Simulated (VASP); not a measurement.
# InSb (F-43m) in VASP: further runs

InSb is run at these levels: PBE; tasks: vibrations by perturbation theory, elastic constants.

All numbers are computed with VASP 6.6.1; they aren't measurements. Logs are shortened: lines on timing, memory, paths and dates and some standing lists are left out, and cuts for length are marked.

## (1) The cell of the first run

Symmetry: F-43m, No. 216, cubic system. The conventional cell has a = 6.881 Å, b = 6.881 Å, c = 6.881 Å, α = 90.00°, β = 90.00°, γ = 90.00°. Within 3.9 Å of In (site symmetry -43m) lie 4 Sb at 2.98 Å. Within 3.9 Å of Sb (site symmetry -43m) lie 4 In at 2.98 Å.

## (2) Vibrations by perturbation theory, PBE

Input file INCAR:

```
PREC = Accurate
ENCUT = 520
EDIFF = 1E-8
ISMEAR = -1
SIGMA = 0.15
LREAL = F
LASPH = T
NELM = 100
ALGO = Normal
ISIF = 2
LWAVE = F
LCHARG = F
GGA = PE
IBRION = 8
NSW = 1
```

Input file KPOINTS:

```
Automatic mesh
0
Gamma
  12 12 12
```

Input file POSCAR:

```
InSb
1.0
    0.0000000000      3.4404950638      3.4404950638
    3.4404950638      0.0000000000      3.4404950638
    3.4404950638      3.4404950638      0.0000000000
In Sb
1 1
Direct
    0.0000000000      0.0000000000      0.0000000000
    0.7500000000      0.7500000000      0.7500000000
```

Potentials or basis: VASP PAW PBE potentials, release 64 (In_d, Sb).

Started as:

```sh
$ cat potpaw_PBE.64/In_d/POTCAR potpaw_PBE.64/Sb/POTCAR > POTCAR
$ mpirun -np 1 vasp_std > vasp.out
```

OUTCAR:

```text
PREC = Accurate
   ENCUT = 520
   EDIFF = 1E-8
   ISMEAR = -1
   LREAL = F
   LASPH = T
   NELM = 100
   ISIF = 2
   GGA = PE
   IBRION = 8
   NSW = 1

 ion  position               nearest neighbor table
   1  0.000  0.000  0.000-   2 2.98   2 2.98   2 2.98   2 2.98
   2  0.750  0.750  0.750-   1 2.98   1 2.98   1 2.98   1 2.98

  LATTYP: Found a face centered cubic cell.
 ALAT       =     6.8809901276

  Lattice vectors:

 A1 = (   0.0000000000,   3.4404950638,   3.4404950638)
 A2 = (   3.4404950638,   0.0000000000,   3.4404950638)
 A3 = (   3.4404950638,   3.4404950638,   0.0000000000)

Analysis of symmetry for initial positions (statically):
=====================================================================
 Subroutine PRICEL returns:
 Original cell was already a primitive cell.

 Routine SETGRP: Setting up the symmetry group for a
 face centered cubic supercell.

 Subroutine GETGRP returns: Found 24 space group operations
 (whereof 24 operations were pure point group operations)
 out of a pool of 48 trial point group operations.

The static configuration has the point symmetry T_d .

Analysis of symmetry for dynamics (positions and initial velocities):
=====================================================================
 Subroutine PRICEL returns:
 Original cell was already a primitive cell.

 Routine SETGRP: Setting up the symmetry group for a
 face centered cubic supercell.

 Subroutine GETGRP returns: Found 24 space group operations
 (whereof 24 operations were pure point group operations)
 out of a pool of 48 trial point group operations.

The dynamic configuration has the point symmetry T_d .

 Subroutine INISYM returns: Found 24 space group operations
 (whereof 24 operations are pure point group operations),
 and found     1 'primitive' translations

----------------------------------------------------------------------------------------

                                     Primitive cell

  volume of cell :      81.4503

  direct lattice vectors                    reciprocal lattice vectors
     0.000000000  3.440495064  3.440495064    -0.145327923  0.145327923  0.145327923
     3.440495064  0.000000000  3.440495064     0.145327923 -0.145327923  0.145327923
     3.440495064  3.440495064  0.000000000     0.145327923  0.145327923 -0.145327923

  length of vectors
     4.865594781  4.865594781  4.865594781     0.251715346  0.251715346  0.251715346

  position of ions in fractional coordinates (direct lattice)
     0.000000000  0.000000000  0.000000000
     0.750000000  0.750000000  0.750000000

  ion indices of the primitive-cell ions
   primitive index   ion index
                 1           1
                 2           2

----------------------------------------------------------------------------------------

 KPOINTS: Automatic mesh

Automatic generation of k-mesh.
 Grid dimensions read from file:
 generate k-points for:   12   12   12

 Generating k-lattice:

  Cartesian coordinates                     Fractional coordinates (reciprocal lattice)
    -0.012110660  0.012110660  0.012110660     0.083333333  0.000000000  0.000000000
     0.012110660 -0.012110660  0.012110660     0.000000000  0.083333333  0.000000000
     0.012110660  0.012110660 -0.012110660     0.000000000  0.000000000  0.083333333

  Length of vectors
     0.020976279  0.020976279  0.020976279

  Shift w.r.t. Gamma in fractional coordinates (k-lattice)
     0.000000000  0.000000000  0.000000000

 Subroutine IBZKPT returns following result:
 ===========================================
[... 76 lines left out ...]
   IVDW    =     0    specifies the selected vdW correction
   LEPSILON=     F    determine dielectric tensor
   LRPA    =     F    only Hartree local field effects (RPA)
 non-spin polarized calculation
  energy-cutoff  :      520.00
  volume of cell :       81.45
 maximum number of plane-waves:      2210
   NGX = 19   NGY = 19   NGZ = 19

--------------------------------------- Ionic step        1  -------------------------------------------

 number of electron      17.9999998 magnetization

 Free energy of the ion-electron system (eV)
  ---------------------------------------------------
  ext. energy  EPLUGINS =         0.00000000
  ---------------------------------------------------
  free energy    TOTEN  =        -6.86840008 eV

  energy without entropy =       -6.85261196  energy(sigma->0) =       -6.86050602

 E-fermi :   3.5487     XC(G=0):  -7.9367

 val. band max:        3.3791674404   @ k =   0.0000   0.0000   0.0000
 cond. band min:       3.6391200334   @ k =   0.5000   0.0000   0.0000
 fundamental gap:      0.2599525930
 Fermi energy:         3.5486754260

 k-point     1 :       0.0000    0.0000    0.0000
  band No.  band energies     occupation
      1     -10.9347      2.00000
      2     -10.9347      2.00000
      3     -10.9347      2.00000
      4     -10.8894      2.00000
      5     -10.8894      2.00000
      6      -6.3373      2.00000
      7       2.2221      1.99971
      8       3.3792      1.51170
      9       3.3792      1.51170
     10       3.3792      1.51170
     11       6.3347      0.00000
     12       6.3347      0.00000
     13       6.3347      0.00000
[... 354 lines left out ...]
  band No.  band energies     occupation
      1     -10.9590      2.00000
      2     -10.9233      2.00000
      3     -10.9225      2.00000
      4     -10.8898      2.00000
      5     -10.8885      2.00000
      6      -5.2717      2.00000
      7      -1.5141      2.00000
      8       1.5234      2.00000
      9       2.4153      1.99895
     10       4.7663      0.00060
     11       7.0110      0.00000
     12       7.6826      0.00000
     13       9.1209      0.00000

 [... further k-points ...]
[... 5 lines left out ...]
  --------------------------------------------------------------------------------------
  -------------------------------------------------------------------------------------
  Total       -1.5369740     -1.5369740     -1.5369740      0.0000000      0.0000000      0.0000000
  in kB      -30.2332129    -30.2332129    -30.2332129      0.0000000      0.0000000      0.0000000
  external PRESSURE =     -30.2332129 kB  Pullay stress =       0.0000000 kB

 VOLUME and BASIS-vectors are now :
 -----------------------------------------------------------------------------
  energy-cutoff  :      520.00
  volume of cell :       81.45
      direct lattice vectors                 reciprocal lattice vectors
     0.000000000  3.440495064  3.440495064    -0.145327923  0.145327923  0.145327923
     3.440495064  0.000000000  3.440495064     0.145327923 -0.145327923  0.145327923
     3.440495064  3.440495064  0.000000000     0.145327923  0.145327923 -0.145327923

 POSITION                                       TOTAL-FORCE (eV/Angst)
 -----------------------------------------------------------------------------------
      0.00000      0.00000      0.00000        -0.000000     -0.000000      0.000000
      5.16074      5.16074      5.16074         0.000000      0.000000     -0.000000
 -----------------------------------------------------------------------------------
    total drift:                                0.000000      0.000000      0.000000

  FREE ENERGIE OF THE ION-ELECTRON SYSTEM (eV)
  ---------------------------------------------------
  free  energy   TOTEN  =        -6.8684000789 eV

  energy  without entropy=       -6.8526119588  energy(sigma->0) =       -6.86050602

[... ionic steps 2 to 3 ...]

--------------------------------------- Ionic step        4  -------------------------------------------

------------------------ aborting loop because EDIFF is reached ----------------------------------------

[... ionic steps 5 to 6 ...]

--------------------------------------- Ionic step        7  -------------------------------------------

 Free energy of the ion-electron system (eV)
  ---------------------------------------------------
  ---------------------------------------------------
  free energy    TOTEN  =        -0.02717405 eV

  energy without entropy =       -0.02717405

------------------------ aborting loop because EDIFF is reached ----------------------------------------

 INTERNAL STRAIN TENSOR  FOR ION    2  DIRECTION 1   (eV/Angst):
 -----------------------------------------------------------------------------
    -0.00018  0.00000  0.00000
     0.00000  0.00197  3.15698
     0.00000  3.15698  0.00197

 INTERNAL STRAIN TENSOR FOR ION    2 for displacements in x,y,z  (eV/Angst):
          X           Y           Z          XY          YZ          ZX
  --------------------------------------------------------------------------------
  x     0.00000    -0.00000    -0.00000     0.00000     3.15698     0.00000
  y    -0.00000    -0.00000    -0.00000     0.00000     0.00000     3.15698
  z    -0.00000    -0.00000     0.00000     3.15698     0.00000     0.00000

 SECOND DERIVATIVES (NOT SYMMETRIZED)
 ------------------------------------
               1X          1Y          1Z          2X          2Y          2Z
  1X    -4.216043    0.000000    0.000000    4.216043    0.000000    0.000000
  1Y     0.000000   -4.216043    0.000000    0.000000    4.216043    0.000000
  1Z     0.000000    0.000000   -4.216043    0.000000    0.000000    4.216043
  2X     4.218073    0.000000    0.000000   -4.218073    0.000000    0.000000
  2Y     0.000000    4.218073    0.000000    0.000000   -4.218073    0.000000
  2Z     0.000000    0.000000    4.218073    0.000000    0.000000   -4.218073

 Eigenvectors and eigenvalues of the dynamical matrix
 ----------------------------------------------------

   1 f  =    4.176289 THz    26.240399 2PiTHz  139.306014 cm-1    17.271737 meV
             X         Y         Z           dx          dy          dz
      0.000000  0.000000  0.000000    -0.000000    0.000000    0.717305
      5.160743  5.160743  5.160743    -0.000000   -0.000000   -0.696759
[... 21 lines left out ...]
   6 f/i=    0.000502 THz     0.003157 2PiTHz    0.016760 cm-1     0.002078 meV
             X         Y         Z           dx          dy          dz
      0.000000  0.000000  0.000000    -0.159882    0.675557   -0.059443
      5.160743  5.160743  5.160743    -0.164597    0.695478   -0.061196

--------------------------------------------------------------------------------------------------------

 ELASTIC MODULI CONTR FROM IONIC RELAXATION (kBar)
 Direction    XX          YY          ZZ          XY          YZ          ZX
 --------------------------------------------------------------------------------
 XX          -0.0000      0.0000      0.0000      0.0000     -0.0000      0.0000
 YY           0.0000     -0.0000     -0.0000      0.0000      0.0000     -0.0000
 ZZ           0.0000     -0.0000     -0.0000     -0.0000      0.0000      0.0000
 XY           0.0000      0.0000     -0.0000    -47.2186      0.0000      0.0000
 YZ          -0.0000      0.0000      0.0000      0.0000    -47.2186      0.0000
 ZX           0.0000     -0.0000      0.0000      0.0000      0.0000    -47.2186
 --------------------------------------------------------------------------------
```

It took 5.6 min on 1 thread of Intel Xeon 6975P-C (Granite Rapids), shared host; peak memory 0.77 GiB.

Results:

```yaml
Highest_phonon_frequency_at_Γ_LO-TO_splitting_left_out: 139 cm⁻¹
```

Phonon frequencies in cm⁻¹ (negative: imaginary):
```tsv
q point	frequencies
(0.000, 0.000, 0.000)	0 0 0 139 139 139
```

Caveat: the cell stands under pressure or tension, which shifts response properties; spin-orbit coupling is left out, which moves the levels of the heavy elements.

## (3) Vibrations by perturbation theory, PBE

This run uses another cell than the first one, of 36.55 Å³/atom.

Input file INCAR:

```
SYSTEM = InSb
  PREC = Accurate
  ENCUT = 520
  EDIFF = 1E-8
  ISMEAR = -1
  SIGMA = 0.15
  LREAL = .False.
  LASPH = .True.
  NELM = 80
  ALGO = Normal
  ISIF = 2
  LWAVE = .False.
  LCHARG = .False.
  GGA = PE
  NBANDS = 16
  IBRION = 8
  NSW = 1
```

Input file KPOINTS:

```
Automatic mesh
0
Gamma
  12 12 12
  0 0 0
```

Input file POSCAR:

```
InSb
1.0
    0.0000000000      3.3185740835      3.3185740835
    3.3185740835      0.0000000000      3.3185740835
    3.3185740835      3.3185740835      0.0000000000
In Sb
1 1
Direct
    0.0000000000      0.0000000000      0.0000000000
    0.7500000000      0.7500000000      0.7500000000
```

Potentials or basis: VASP PAW PBE potentials, release 64 (In_d, Sb).

Started as:

```sh
$ cat potpaw_PBE.64/In_d/POTCAR potpaw_PBE.64/Sb/POTCAR > POTCAR
$ mpirun -np 1 vasp_std > vasp.out
```

OUTCAR:

```text
SYSTEM = InSb
   PREC = Accurate
   ENCUT = 520
   EDIFF = 1E-8
   ISMEAR = -1
   LREAL = .False.
   LASPH = .True.
   NELM = 80
   ISIF = 2
   GGA = PE
   IBRION = 8
   NSW = 1

 ion  position               nearest neighbor table
   1  0.000  0.000  0.000-   2 2.87   2 2.87   2 2.87   2 2.87
   2  0.750  0.750  0.750-   1 2.87   1 2.87   1 2.87   1 2.87

  LATTYP: Found a face centered cubic cell.
 ALAT       =     6.6371481670

  Lattice vectors:

[... 710 lines left out ...]
               1X          1Y          1Z          2X          2Y          2Z
  1X    -5.854926    0.000000    0.000000    5.854926    0.000000    0.000000
  1Y     0.000000   -5.854926    0.000000    0.000000    5.854926    0.000000
  1Z     0.000000    0.000000   -5.854926    0.000000    0.000000    5.854926
  2X     5.824168    0.000000    0.000000   -5.824168    0.000000    0.000000
  2Y     0.000000    5.824168    0.000000    0.000000   -5.824168    0.000000
  2Z     0.000000    0.000000    5.824168    0.000000    0.000000   -5.824168

 Eigenvectors and eigenvalues of the dynamical matrix
 ----------------------------------------------------

   1 f  =    4.914666 THz    30.879758 2PiTHz  163.935613 cm-1    20.325416 meV
             X         Y         Z           dx          dy          dz
      0.000000  0.000000  0.000000     0.000000    0.718305    0.000000
      4.977861  4.977861  4.977861     0.000000   -0.695728    0.000000
[... 21 lines left out ...]
   6 f/i=    0.006468 THz     0.040642 2PiTHz    0.215763 cm-1     0.026751 meV
             X         Y         Z           dx          dy          dz
      0.000000  0.000000  0.000000     0.000000    0.000000   -0.695728
      4.977861  4.977861  4.977861     0.000000    0.000000   -0.718305

--------------------------------------------------------------------------------------------------------

 ELASTIC MODULI CONTR FROM IONIC RELAXATION (kBar)
 Direction    XX          YY          ZZ          XY          YZ          ZX
 --------------------------------------------------------------------------------
 XX          -0.0000     -0.0000     -0.0000     -0.0000      0.0000      0.0000
 YY          -0.0000     -0.0000     -0.0000     -0.0000     -0.0000      0.0000
 ZZ          -0.0000     -0.0000     -0.0000      0.0000     -0.0000      0.0000
 XY          -0.0000     -0.0000      0.0000   -131.5062      0.0000      0.0000
 YZ           0.0000     -0.0000     -0.0000      0.0000   -131.5062      0.0000
 ZX           0.0000      0.0000      0.0000      0.0000      0.0000   -131.5062
 --------------------------------------------------------------------------------
```

OSZICAR:

```text
N       E                     dE             d eps       ncg     rms          rms(c)
DAV:   1     0.112873463734E+03    0.11287E+03   -0.78631E+03  2304   0.109E+03
DAV:   2     0.482809384227E+00   -0.11239E+03   -0.10888E+03  2576   0.280E+02
[... 40 lines left out ...]
RMM:   6    -0.270799753553E-01    0.32594E-05   -0.10528E-06 16615   0.651E-03    0.119E-03
RMM:   7    -0.270786148182E-01    0.13605E-05   -0.17616E-07 17332   0.261E-03    0.434E-04
RMM:   8    -0.270790979416E-01   -0.48312E-06   -0.45191E-08 16884   0.101E-03    0.218E-04
RMM:   9    -0.270793832546E-01   -0.28531E-06   -0.56192E-08 17218   0.420E-04    0.478E-05
RMM:  10    -0.270793637977E-01    0.19457E-07    0.82536E-09 19332   0.168E-04    0.585E-05
RMM:  11    -0.270793671758E-01   -0.33782E-08   -0.55235E-11 18742   0.671E-05    0.515E-05
 Linear response finished
```

stdout:

```text
POSCAR found type information on POSCAR InSb
 POSCAR found :  2 types and       2 ions
 scaLAPACK will be used
 LDA part: xc-table for (Slater+PW92), standard interpolation
 POSCAR, INCAR and KPOINTS ok, starting setup
 FFT: planning ... GRIDC
 FFT: planning ... GRID_SOFT
 FFT: planning ... GRID
 WAVECAR not read
 entering main loop
 Linear response reoptimize wavefunctions to high precision
 Linear response DOF=           2
 Linear response progress:
 first order change of Fermi-energy  -0.86489E-05
 force on displaced ion       1 direction 1 :  -5.855  -0.000  -0.000
 Linear response progress:
 first order change of Fermi-energy   0.18844E-03
 force on displaced ion       2 direction 1 :  -5.824  -0.000  -0.000
 Linear response finished
```

Run time: 6 min. Hardware: 1 thread of Intel Xeon 6975P-C (Granite Rapids), shared host; peak memory 0.79 GiB.

What came out:

| Property | Result |
| --- | --- |
| Highest phonon frequency at Γ, LO-TO splitting left out | 164 cm⁻¹ |

Phonon frequencies in cm⁻¹ (negative: imaginary):
```csv
q point,frequencies
"(0.000, 0.000, 0.000)",0 0 0 164 164 164
```

Caveat: spin-orbit coupling is left out, which moves the levels of the heavy elements.

[end of part 1 of 2]
